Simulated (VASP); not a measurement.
# Sc3SnC (Pm-3m) in VASP: single point with LDA

Aim: the single point of Sc3SnC with LDA.

Program: VASP 6.6.1. These are calculated values, not measurements. Logs are shortened: lines on timing, memory, paths and dates and some standing lists are left out, and cuts for length are marked.

### Step 1. The cell of the first run

The structure is cubic, space group Pm-3m (No. 221). The conventional cell has a = 4.530 Å, b = 4.530 Å, c = 4.530 Å, α = 90.00°, β = 90.00°, γ = 90.00°. Within 3.0 Å of Sc (site symmetry 4/mmm) lie 2 C at 2.27 Å. Within 4.2 Å of Sn (site symmetry m-3m) lie 12 Sc at 3.20 Å and 8 C at 3.92 Å. C (site symmetry m-3m) has 6 Sc at 2.27 Å within 3.0 Å.

### Step 2. Single point, LDA

File INCAR:

```
SYSTEM = Sc3SnC
  ALGO = Normal
  EDIFF = 1E-6
  ENCUT = 520
  ISIF = 2
  ISMEAR = 0
  LASPH = .TRUE.
  LCHARG = .TRUE.
  LELF = .TRUE.
  LREAL = .FALSE.
  LVHAR = .TRUE.
  LWAVE = .FALSE.
  NBANDS = 34
  NELM = 60
  PREC = Accurate
  SIGMA = 0.1
```

File KPOINTS:

```
k-points
0
G
  5 5 5
  0 0 0
```

File POSCAR:

```
Sc3SnC
1.0
    4.5302774300      0.0000000000      0.0000000000
    0.0000000000      4.5302774300      0.0000000000
    0.0000000000      0.0000000000      4.5302774300
Sc Sn C
3 1 1
Direct
    0.0000000000      0.5000000000      0.5000000000
    0.5000000000      0.5000000000      0.0000000000
    0.5000000000      0.0000000000      0.5000000000
    0.0000000000      0.0000000000      0.0000000000
    0.5000000000      0.5000000000      0.5000000000
```

Potentials or basis: VASP PAW LDA potentials, release 64 (Sc_sv, Sn_d, C).

Started as:

```bash
$ cat potpaw_LDA.64/Sc_sv/POTCAR potpaw_LDA.64/Sn_d/POTCAR potpaw_LDA.64/C/POTCAR > POTCAR
$ mpirun -np 1 vasp_std > vasp.out
```

OUTCAR:

```text
SYSTEM = Sc3SnC
   EDIFF = 1E-6
   ENCUT = 520
   ISIF = 2
   ISMEAR = 0
   LASPH = .TRUE.
   LREAL = .FALSE.
   NELM = 60
   PREC = Accurate

 ion  position               nearest neighbor table
   1  0.000  0.500  0.500-   5 2.27   5 2.27   4 3.20   2 3.20   2 3.20   4 3.20   3 3.20   4 3.20
                             4 3.20   2 3.20   3 3.20   3 3.20   2 3.20   3 3.20
   2  0.500  0.500  0.000-   5 2.27   5 2.27   4 3.20   1 3.20   1 3.20   3 3.20   3 3.20   3 3.20
                             4 3.20   3 3.20   1 3.20   4 3.20   1 3.20   4 3.20
   3  0.500  0.000  0.500-   5 2.27   5 2.27   4 3.20   1 3.20   2 3.20   4 3.20   1 3.20   2 3.20
                             2 3.20   2 3.20   1 3.20   4 3.20   4 3.20   1 3.20
   4  0.000  0.000  0.000-   1 3.20   2 3.20   3 3.20   1 3.20   3 3.20   1 3.20   2 3.20   1 3.20
                             2 3.20   3 3.20   3 3.20   2 3.20
   5  0.500  0.500  0.500-   1 2.27   2 2.27   3 2.27   2 2.27   3 2.27   1 2.27

  LATTYP: Found a simple cubic cell.
 ALAT       =     4.5302774300

  Lattice vectors:

 A1 = (   4.5302774300,   0.0000000000,   0.0000000000)
 A2 = (   0.0000000000,   4.5302774300,   0.0000000000)
 A3 = (   0.0000000000,   0.0000000000,   4.5302774300)

Analysis of symmetry for initial positions (statically):
=====================================================================
 Subroutine PRICEL returns:
 Original cell was already a primitive cell.

 Routine SETGRP: Setting up the symmetry group for a
 simple cubic supercell.

 Subroutine GETGRP returns: Found 48 space group operations
 (whereof 48 operations were pure point group operations)
 out of a pool of 48 trial point group operations.

The static configuration has the point symmetry O_h .

Analysis of symmetry for dynamics (positions and initial velocities):
=====================================================================
 Subroutine PRICEL returns:
 Original cell was already a primitive cell.

 Routine SETGRP: Setting up the symmetry group for a
 simple cubic supercell.

 Subroutine GETGRP returns: Found 48 space group operations
 (whereof 48 operations were pure point group operations)
 out of a pool of 48 trial point group operations.

The dynamic configuration has the point symmetry O_h .

 Subroutine INISYM returns: Found 48 space group operations
 (whereof 48 operations are pure point group operations),
 and found     1 'primitive' translations

----------------------------------------------------------------------------------------

                                     Primitive cell

  volume of cell :      92.9768

  direct lattice vectors                    reciprocal lattice vectors
     4.530277430  0.000000000  0.000000000     0.220737033  0.000000000  0.000000000
     0.000000000  4.530277430  0.000000000     0.000000000  0.220737033  0.000000000
     0.000000000  0.000000000  4.530277430     0.000000000  0.000000000  0.220737033

  length of vectors
     4.530277430  4.530277430  4.530277430     0.220737033  0.220737033  0.220737033

  position of ions in fractional coordinates (direct lattice)
     0.000000000  0.500000000  0.500000000
     0.500000000  0.500000000  0.000000000
     0.500000000  0.000000000  0.500000000
     0.000000000  0.000000000  0.000000000
     0.500000000  0.500000000  0.500000000

  ion indices of the primitive-cell ions
   primitive index   ion index
                 1           1
                 2           2
                 3           3
                 4           4
                 5           5

----------------------------------------------------------------------------------------

 KPOINTS: k-points

Automatic generation of k-mesh.
 Grid dimensions read from file:
 generate k-points for:    5    5    5

 Generating k-lattice:

  Cartesian coordinates                     Fractional coordinates (reciprocal lattice)
     0.044147407  0.000000000  0.000000000     0.200000000  0.000000000  0.000000000
     0.000000000  0.044147407  0.000000000     0.000000000  0.200000000  0.000000000
     0.000000000  0.000000000  0.044147407     0.000000000  0.000000000  0.200000000

  Length of vectors
     0.044147407  0.044147407  0.044147407

  Shift w.r.t. Gamma in fractional coordinates (k-lattice)
     0.000000000  0.000000000  0.000000000

 Subroutine IBZKPT returns following result:
 ===========================================

 Found     10 irreducible k-points:

 Following reciprocal coordinates:
            Coordinates               Weight
  0.000000  0.000000  0.000000      1.000000
  0.200000  0.000000  0.000000      6.000000
  0.400000  0.000000  0.000000      6.000000
  0.200000  0.200000  0.000000     12.000000
  0.400000  0.200000  0.000000     24.000000
  0.400000  0.400000  0.000000     12.000000
  0.200000  0.200000  0.200000      8.000000
  0.400000  0.200000  0.200000     24.000000
  0.400000  0.400000  0.200000     24.000000
  0.400000  0.400000  0.400000      8.000000
   k-points           NKPTS =     10   k-points in BZ     NKDIM =     10   number of bands    NBANDS=     34
   number of dos      NEDOS =    301   number of ions     NIONS =      5
   total plane-waves  NPLWV =  46656
   dimension x,y,z NGX =    36 NGY =   36 NGZ =   36
   dimension x,y,z NGXF=    72 NGYF=   72 NGZF=   72
   ions per type =               3   1   1
   NGX,Y,Z   is equivalent  to a cutoff of  13.21, 13.21, 13.21 a.u.
   NGXF,Y,Z  is equivalent  to a cutoff of  26.42, 26.42, 26.42 a.u.
 SYSTEM =  Sc3SnC
   PREC   = accura    normal or accurate (medium, high low for compatibility)
   ISTART =      0    job   : 0-new  1-cont  2-samecut
   ICHARG =      2    charge: 1-file 2-atom 10-const
   ISPIN  =      1    spin polarized calculation?
   LNONCOLLINEAR =      F non collinear calculations
   LSORBIT =      F    spin-orbit coupling
   LASPH  =      T    aspherical Exc in radial PAW
   ENCUT  =  520.0 eV  38.22 Ry    6.18 a.u.   8.42  8.42  8.42*2*pi/ulx,y,z
   NELM   =     60;   NELMIN=  2; NELMDL= -5     # of ELM steps
   EDIFF  = 0.1E-05   stopping-criterion for ELM
   LREAL  =      F    real-space projection
   EDIFFG = 0.1E-04   stopping-criterion for IOM
   NSW    =      0    number of steps for IOM
   IBRION =     -1    ionic relax: 0-MD 1-quasi-New 2-CG
   NFREE  =      0    steps in history (QN), initial steepest desc. (CG)
   ISIF   =      2    stress and relaxation
   ISYM   =      2    0-nonsym 1-usesym 2-fastsym
   POTIM  = 0.5000    time-step for ionic-motion
   TEBEG  =    0.0;   TEEND  =   0.0 temperature during run
   PSTRESS=    0.0 pullay stress
   NELECT =      51.0000    total number of electrons
   NUPDOWN=      -1.0000    fix difference up-down
   EMIN   =  10.00;   EMAX   =-10.00  energy-range for DOS
   EFERMI =   0.00;   METHOD = LEGACY
   ISMEAR =     0;   SIGMA  =   0.10  broadening in eV -4-tet -1-fermi 0-gaus
   EFERMI_NEDOS =   21; number of points for ismear=-14 and -15
   IALGO  =     38    algorithm
   IMIX   =      4    mixing-type and parameters
     AMIX     =   0.40;   BMIX     =  1.00
     AMIX_MAG =   1.60;   BMIX_MAG =  1.00
  volume/ion in A,a.u.               =      18.60       125.49
  Fermi-wavevector in a.u.,A,eV,Ry     =   1.340109  2.532439 24.434592  1.795892
  Thomas-Fermi vector in A             =   2.468448
   LORBIT       =      0    0 simple, 1 ext, 2 COOP (PROOUT), +10 PAW based schemes
   GGA     = CA    functional components
   LHFCALC =     F    Hartree Fock is set to
   AEXX    =    0.0000 exact exchange contribution
   IVDW    =     0    specifies the selected vdW correction
   LEPSILON=     F    determine dielectric tensor
   LRPA    =     F    only Hartree local field effects (RPA)
 non-spin polarized calculation
 Gauss-broadening in eV      SIGMA  =   0.10
  energy-cutoff  :      520.00
  volume of cell :       92.98
 maximum number of plane-waves:      2517
 NGX is ok and might be reduce to    36
   NGX = 17   NGY = 17   NGZ = 17

 number of electron      51.0000028 magnetization

 Free energy of the ion-electron system (eV)
  ---------------------------------------------------
  ext. energy  EPLUGINS =         0.00000000
  ---------------------------------------------------
  free energy    TOTEN  =       -39.09169710 eV

  energy without entropy =      -39.08185944  energy(sigma->0) =      -39.08677827

 E-fermi :   6.1229     XC(G=0): -11.0539

 val. band max:        6.0845593532   @ k =   0.2000   0.2000   0.2000
 cond. band min:       6.2429307106   @ k =   0.4000   0.2000   0.0000
 fundamental gap:      0.1583713575
 Fermi energy:         6.1228835146

 k-point     1 :       0.0000    0.0000    0.0000
  band No.  band energies     occupation
      1     -42.7999      2.00000
      2     -42.7141      2.00000
      3     -42.7141      2.00000
      4     -21.9522      2.00000
      5     -21.9522      2.00000
      6     -21.9522      2.00000
[... 26 lines left out ...]
     33       8.1820      0.00000
     34       9.0344      0.00000

 k-point     2 :       0.2000    0.0000    0.0000
  band No.  band energies     occupation
      1     -42.7926      2.00000
      2     -42.7212      2.00000
      3     -42.7140      2.00000
      4     -21.9342      2.00000
      5     -21.9342      2.00000
      6     -21.9283      2.00000
[... 26 lines left out ...]
     33       8.7344      0.00000
     34       9.0632      0.00000

 k-point     3 :       0.4000    0.0000    0.0000
  band No.  band energies     occupation
      1     -42.7759      2.00000
      2     -42.7379      2.00000
      3     -42.7139      2.00000
      4     -21.8958      2.00000
      5     -21.8958      2.00000
      6     -21.8757      2.00000
[... 26 lines left out ...]
     33       8.7195      0.00000
     34       9.1705      0.00000
[... 186 lines left out ...]
 k-point     9 :       0.4000    0.4000    0.2000
  band No.  band energies     occupation
      1     -42.7539      2.00000
      2     -42.7396      2.00000
      3     -42.7335      2.00000
      4     -21.9672      2.00000
      5     -21.9375      2.00000
      6     -21.9080      2.00000
[... 26 lines left out ...]
     33       8.6220      0.00000
     34       9.0933      0.00000

 k-point    10 :       0.4000    0.4000    0.4000
  band No.  band energies     occupation
      1     -42.7477      2.00000
      2     -42.7394      2.00000
      3     -42.7394      2.00000
      4     -21.9972      2.00000
      5     -21.9584      2.00000
      6     -21.9584      2.00000
[... 26 lines left out ...]
     33       8.5815      0.00000
     34       8.9147      0.00000

------------------------ aborting loop because EDIFF is reached ----------------------------------------

  FORCE on cell =-STRESS in cart. coord.  units (eV):
  Direction    XX          YY          ZZ          XY          YZ          ZX
  --------------------------------------------------------------------------------------
  -------------------------------------------------------------------------------------
  Total       -3.5640656     -3.5640656     -3.5640656     -0.0000000      0.0000000     -0.0000000
  in kB      -61.4160487    -61.4160487    -61.4160487     -0.0000000      0.0000000     -0.0000000
  external PRESSURE =     -61.4160487 kB  Pullay stress =       0.0000000 kB

 VOLUME and BASIS-vectors are now :
 -----------------------------------------------------------------------------
  energy-cutoff  :      520.00
  volume of cell :       92.98
      direct lattice vectors                 reciprocal lattice vectors
     4.530277430  0.000000000  0.000000000     0.220737033  0.000000000  0.000000000
     0.000000000  4.530277430  0.000000000     0.000000000  0.220737033  0.000000000
     0.000000000  0.000000000  4.530277430     0.000000000  0.000000000  0.220737033

 POSITION                                       TOTAL-FORCE (eV/Angst)
 -----------------------------------------------------------------------------------
      0.00000      2.26514      2.26514         0.000000      0.000000      0.000000
      2.26514      2.26514      0.00000         0.000000      0.000000      0.000000
      2.26514      0.00000      2.26514         0.000000      0.000000      0.000000
      0.00000      0.00000      0.00000         0.000000      0.000000      0.000000
      2.26514      2.26514      2.26514         0.000000      0.000000      0.000000
 -----------------------------------------------------------------------------------
    total drift:                                0.000000      0.000000      0.000000

  FREE ENERGIE OF THE ION-ELECTRON SYSTEM (eV)
  ---------------------------------------------------
  free  energy   TOTEN  =       -39.0916971032 eV

  energy  without entropy=      -39.0818594449  energy(sigma->0) =      -39.08677827
```

It took 70 s on 1 thread of AMD EPYC 7R13, shared host; peak memory 0.15 GiB.

Results:

```yaml
Free_energy: -39.0917 eV
Pressure: -6.1 GPa
```

Caveat: spin-orbit coupling is left out, which moves the levels of the heavy elements.
